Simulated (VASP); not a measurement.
# GaP (m.bgw) (F-43m) in VASP: single point with PBE

Aim: the single point of GaP (m.bgw) with PBE.

All numbers are computed with VASP 6.6.1; they aren't measurements. Logs are shortened: lines on timing, memory, paths and dates and some standing lists are left out, and cuts for length are marked.

### Step 1. The cell of the first run

Symmetry: F-43m, No. 216, cubic system. The conventional cell has a = 5.506 Å, b = 5.506 Å, c = 5.506 Å, α = 90.00°, β = 90.00°, γ = 90.00°. Within 3.1 Å of Ga (site symmetry -43m) lie 4 P at 2.38 Å. Within 3.1 Å of P (site symmetry -43m) lie 4 Ga at 2.38 Å.

### Step 2. Single point, PBE

INCAR

```
  PREC = Accurate
  ENCUT = 500
  EDIFF = 1E-6
  ISMEAR = 0
  SIGMA = 0.01
  LREAL = F
  LASPH = T
  NELM = 120
  ALGO = Normal
  ISIF = 2
  LWAVE = F
  LCHARG = F
  GGA = PE
  NBANDS = 16
  GGA_COMPAT = F
```

KPOINTS

```
Automatic mesh
0
Gamma
  4 4 4
```

POSCAR

```
GaP
1.0
    0.0000000000      2.7530176874      2.7530176874
    2.7530176874      0.0000000000      2.7530176874
    2.7530176874      2.7530176874      0.0000000000
Ga P
1 1
Direct
    0.0000000000      0.0000000000      0.0000000000
    0.2500000000      0.2500000000      0.2500000000
```

Potentials or basis: VASP PAW PBE potentials, release 64 (Ga_d, P).

The run is started by

```bash
cat potpaw_PBE.64/Ga_d/POTCAR potpaw_PBE.64/P/POTCAR > POTCAR
mpirun -np 1 vasp_std > vasp.out
```

OUTCAR:

```text
PREC = Accurate
   ENCUT = 500
   EDIFF = 1E-6
   ISMEAR = 0
   LREAL = F
   LASPH = T
   NELM = 120
   ISIF = 2
   GGA = PE

 ion  position               nearest neighbor table
   1  0.000  0.000  0.000-   2 2.38   2 2.38   2 2.38   2 2.38
   2  0.250  0.250  0.250-   1 2.38   1 2.38   1 2.38   1 2.38

  LATTYP: Found a face centered cubic cell.
 ALAT       =     5.5060353748

  Lattice vectors:

 A1 = (   0.0000000000,   2.7530176874,   2.7530176874)
 A2 = (   2.7530176874,   0.0000000000,   2.7530176874)
 A3 = (   2.7530176874,   2.7530176874,   0.0000000000)

Analysis of symmetry for initial positions (statically):
=====================================================================
 Subroutine PRICEL returns:
 Original cell was already a primitive cell.

 Routine SETGRP: Setting up the symmetry group for a
 face centered cubic supercell.

 Subroutine GETGRP returns: Found 24 space group operations
 (whereof 24 operations were pure point group operations)
 out of a pool of 48 trial point group operations.

The static configuration has the point symmetry T_d .

Analysis of symmetry for dynamics (positions and initial velocities):
=====================================================================
 Subroutine PRICEL returns:
 Original cell was already a primitive cell.

 Routine SETGRP: Setting up the symmetry group for a
 face centered cubic supercell.

 Subroutine GETGRP returns: Found 24 space group operations
 (whereof 24 operations were pure point group operations)
 out of a pool of 48 trial point group operations.

The dynamic configuration has the point symmetry T_d .

 Subroutine INISYM returns: Found 24 space group operations
 (whereof 24 operations are pure point group operations),
 and found     1 'primitive' translations

----------------------------------------------------------------------------------------

                                     Primitive cell

  volume of cell :      41.7308

  direct lattice vectors                    reciprocal lattice vectors
     0.000000000  2.753017687  2.753017687    -0.181618884  0.181618884  0.181618884
     2.753017687  0.000000000  2.753017687     0.181618884 -0.181618884  0.181618884
     2.753017687  2.753017687  0.000000000     0.181618884  0.181618884 -0.181618884

  length of vectors
     3.893354951  3.893354951  3.893354951     0.314573135  0.314573135  0.314573135

  position of ions in fractional coordinates (direct lattice)
     0.000000000  0.000000000  0.000000000
     0.250000000  0.250000000  0.250000000

  ion indices of the primitive-cell ions
   primitive index   ion index
                 1           1
                 2           2

----------------------------------------------------------------------------------------

 KPOINTS: Automatic mesh

Automatic generation of k-mesh.
 Grid dimensions read from file:
 generate k-points for:    4    4    4

 Generating k-lattice:

  Cartesian coordinates                     Fractional coordinates (reciprocal lattice)
    -0.045404721  0.045404721  0.045404721     0.250000000  0.000000000  0.000000000
     0.045404721 -0.045404721  0.045404721     0.000000000  0.250000000  0.000000000
     0.045404721  0.045404721 -0.045404721     0.000000000  0.000000000  0.250000000

  Length of vectors
     0.078643284  0.078643284  0.078643284

  Shift w.r.t. Gamma in fractional coordinates (k-lattice)
     0.000000000  0.000000000  0.000000000

 Subroutine IBZKPT returns following result:
 ===========================================

 Found      8 irreducible k-points:

 Following reciprocal coordinates:
            Coordinates               Weight
  0.000000  0.000000  0.000000      1.000000
  0.250000  0.000000  0.000000      8.000000
  0.500000  0.000000  0.000000      4.000000
  0.250000  0.250000  0.000000      6.000000
  0.500000  0.250000  0.000000     24.000000
 -0.250000  0.250000  0.000000     12.000000
  0.500000  0.500000  0.000000      3.000000
 -0.250000  0.500000  0.250000      6.000000
   k-points           NKPTS =      8   k-points in BZ     NKDIM =      8   number of bands    NBANDS=     16
   number of dos      NEDOS =    301   number of ions     NIONS =      2
   total plane-waves  NPLWV =  21952
   dimension x,y,z NGX =    28 NGY =   28 NGZ =   28
   dimension x,y,z NGXF=    56 NGYF=   56 NGZF=   56
   ions per type =               1   1
   NGX,Y,Z   is equivalent  to a cutoff of  11.96, 11.96, 11.96 a.u.
   NGXF,Y,Z  is equivalent  to a cutoff of  23.91, 23.91, 23.91 a.u.
 SYSTEM =  unknown system
   PREC   = accura    normal or accurate (medium, high low for compatibility)
   ISTART =      0    job   : 0-new  1-cont  2-samecut
   ICHARG =      2    charge: 1-file 2-atom 10-const
   ISPIN  =      1    spin polarized calculation?
   LNONCOLLINEAR =      F non collinear calculations
   LSORBIT =      F    spin-orbit coupling
   LASPH  =      T    aspherical Exc in radial PAW
   ENCUT  =  500.0 eV  36.75 Ry    6.06 a.u.   7.10  7.10  7.10*2*pi/ulx,y,z
   NELM   =    120;   NELMIN=  2; NELMDL= -5     # of ELM steps
   EDIFF  = 0.1E-05   stopping-criterion for ELM
   LREAL  =      F    real-space projection
   EDIFFG = 0.1E-04   stopping-criterion for IOM
   NSW    =      0    number of steps for IOM
   IBRION =     -1    ionic relax: 0-MD 1-quasi-New 2-CG
   NFREE  =      0    steps in history (QN), initial steepest desc. (CG)
   ISIF   =      2    stress and relaxation
   ISYM   =      2    0-nonsym 1-usesym 2-fastsym
   POTIM  = 0.5000    time-step for ionic-motion
   TEBEG  =    0.0;   TEEND  =   0.0 temperature during run
   PSTRESS=    0.0 pullay stress
   NELECT =      18.0000    total number of electrons
   NUPDOWN=      -1.0000    fix difference up-down
   EMIN   =  10.00;   EMAX   =-10.00  energy-range for DOS
   EFERMI =   0.00;   METHOD = LEGACY
   ISMEAR =     0;   SIGMA  =   0.01  broadening in eV -4-tet -1-fermi 0-gaus
   EFERMI_NEDOS =   21; number of points for ismear=-14 and -15
   IALGO  =     38    algorithm
   IMIX   =      4    mixing-type and parameters
     AMIX     =   0.40;   BMIX     =  1.00
     AMIX_MAG =   1.60;   BMIX_MAG =  1.00
  volume/ion in A,a.u.               =      20.87       140.81
  Fermi-wavevector in a.u.,A,eV,Ry     =   1.236934  2.337467 20.817005  1.530007
  Thomas-Fermi vector in A             =   2.371522
   LORBIT       =      0    0 simple, 1 ext, 2 COOP (PROOUT), +10 PAW based schemes
   GGA     = PE    functional components
   LHFCALC =     F    Hartree Fock is set to
   AEXX    =    0.0000 exact exchange contribution
   IVDW    =     0    specifies the selected vdW correction
   LEPSILON=     F    determine dielectric tensor
   LRPA    =     F    only Hartree local field effects (RPA)
 non-spin polarized calculation
 Gauss-broadening in eV      SIGMA  =   0.01
  energy-cutoff  :      500.00
  volume of cell :       41.73
 maximum number of plane-waves:      1068
   NGX = 15   NGY = 15   NGZ = 15

 number of electron      18.0000009 magnetization

 Free energy of the ion-electron system (eV)
  ---------------------------------------------------
  ext. energy  EPLUGINS =         0.00000000
  ---------------------------------------------------
  free energy    TOTEN  =        -8.98846911 eV

  energy without entropy =       -8.98846911  energy(sigma->0) =       -8.98846911

 E-fermi :   4.4677     XC(G=0):  -9.6728

 val. band max:        4.3932302366   @ k =   0.0000   0.0000   0.0000
 cond. band min:       5.9546775989   @ k =   0.5000   0.0000   0.0000
 fundamental gap:      1.5614473624
 Fermi energy:         4.4676971777

 k-point     1 :       0.0000    0.0000    0.0000
  band No.  band energies     occupation
      1     -10.1585      2.00000
      2     -10.1585      2.00000
      3     -10.1585      2.00000
      4     -10.0691      2.00000
      5     -10.0691      2.00000
      6      -7.8820      2.00000
[... 8 lines left out ...]
     15      14.1137      0.00000
     16      14.1137      0.00000

 k-point     2 :       0.2500    0.0000    0.0000
  band No.  band energies     occupation
      1     -10.1956      2.00000
      2     -10.1453      2.00000
      3     -10.1453      2.00000
      4     -10.0679      2.00000
      5     -10.0679      2.00000
      6      -7.1368      2.00000
[... 8 lines left out ...]
     15      13.3236      0.00000
     16      14.2190      0.00000

 k-point     3 :       0.5000    0.0000    0.0000
  band No.  band energies     occupation
      1     -10.2286      2.00000
      2     -10.1362      2.00000
      3     -10.1362      2.00000
      4     -10.0624      2.00000
      5     -10.0624      2.00000
      6      -5.9087      2.00000
[... 8 lines left out ...]
     15      15.9641      0.00000
     16      15.9641      0.00000

 k-point     4 :       0.2500    0.2500    0.0000
  band No.  band energies     occupation
      1     -10.2170      2.00000
      2     -10.1299      2.00000
      3     -10.1299      2.00000
      4     -10.0831      2.00000
      5     -10.0593      2.00000
      6      -6.8836      2.00000
[... 8 lines left out ...]
     15      15.0538      0.00000
     16      16.8590      0.00000

 k-point     5 :       0.5000    0.2500    0.0000
  band No.  band energies     occupation
      1     -10.2397      2.00000
      2     -10.1235      2.00000
      3     -10.1166      2.00000
      4     -10.0818      2.00000
      5     -10.0576      2.00000
      6      -5.5937      2.00000
[... 8 lines left out ...]
     15      16.0565      0.00000
     16      17.3461      0.00000

 k-point     6 :      -0.2500    0.2500    0.0000
  band No.  band energies     occupation
      1     -10.2242      2.00000
      2     -10.1324      2.00000
      3     -10.1283      2.00000
      4     -10.0701      2.00000
      5     -10.0672      2.00000
      6      -6.0788      2.00000
[... 8 lines left out ...]
     15      15.2856      0.00000
     16      17.4860      0.00000

 k-point     7 :       0.5000    0.5000    0.0000
  band No.  band energies     occupation
      1     -10.2625      2.00000
      2     -10.1003      2.00000
      3     -10.0999      2.00000
      4     -10.0999      2.00000
      5     -10.0495      2.00000
      6      -5.0434      2.00000
[... 8 lines left out ...]
     15      16.7068      0.00000
     16      17.2473      0.00000

 k-point     8 :      -0.2500    0.5000    0.2500
  band No.  band energies     occupation
      1     -10.2446      2.00000
      2     -10.1241      2.00000
      3     -10.1046      2.00000
      4     -10.0824      2.00000
      5     -10.0610      2.00000
      6      -4.9612      2.00000
[... 8 lines left out ...]
     15      16.1330      0.00000
     16      17.9068      0.00000

------------------------ aborting loop because EDIFF is reached ----------------------------------------

  FORCE on cell =-STRESS in cart. coord.  units (eV):
  Direction    XX          YY          ZZ          XY          YZ          ZX
  --------------------------------------------------------------------------------------
  -------------------------------------------------------------------------------------
  Total        0.0742283      0.0742283      0.0742283      0.0000000     -0.0000000     -0.0000000
  in kB        2.8498563      2.8498563      2.8498563      0.0000000     -0.0000000     -0.0000000
  external PRESSURE =       2.8498563 kB  Pullay stress =       0.0000000 kB

 VOLUME and BASIS-vectors are now :
 -----------------------------------------------------------------------------
  energy-cutoff  :      500.00
  volume of cell :       41.73
      direct lattice vectors                 reciprocal lattice vectors
     0.000000000  2.753017687  2.753017687    -0.181618884  0.181618884  0.181618884
     2.753017687  0.000000000  2.753017687     0.181618884 -0.181618884  0.181618884
     2.753017687  2.753017687  0.000000000     0.181618884  0.181618884 -0.181618884

 POSITION                                       TOTAL-FORCE (eV/Angst)
 -----------------------------------------------------------------------------------
      0.00000      0.00000      0.00000        -0.000000     -0.000000     -0.000000
      1.37651      1.37651      1.37651         0.000000      0.000000      0.000000
 -----------------------------------------------------------------------------------
    total drift:                                0.000001      0.000001      0.000001

  FREE ENERGIE OF THE ION-ELECTRON SYSTEM (eV)
  ---------------------------------------------------
  free  energy   TOTEN  =        -8.9884691065 eV

  energy  without entropy=       -8.9884691065  energy(sigma->0) =       -8.98846911
```

It took 4.2 s on 1 thread of Intel Xeon 6975P-C (Granite Rapids), shared host; peak memory 0.15 GiB.

What came out:

* Free energy: -8.9885 eV
* Pressure: 0.3 GPa
* Band gap on the k mesh: 1.56 eV, indirect (the least direct gap lies 4.0 meV higher)

Caveat: the k points lie up to 0.49 Å⁻¹ apart. A k mesh can miss the band edges.
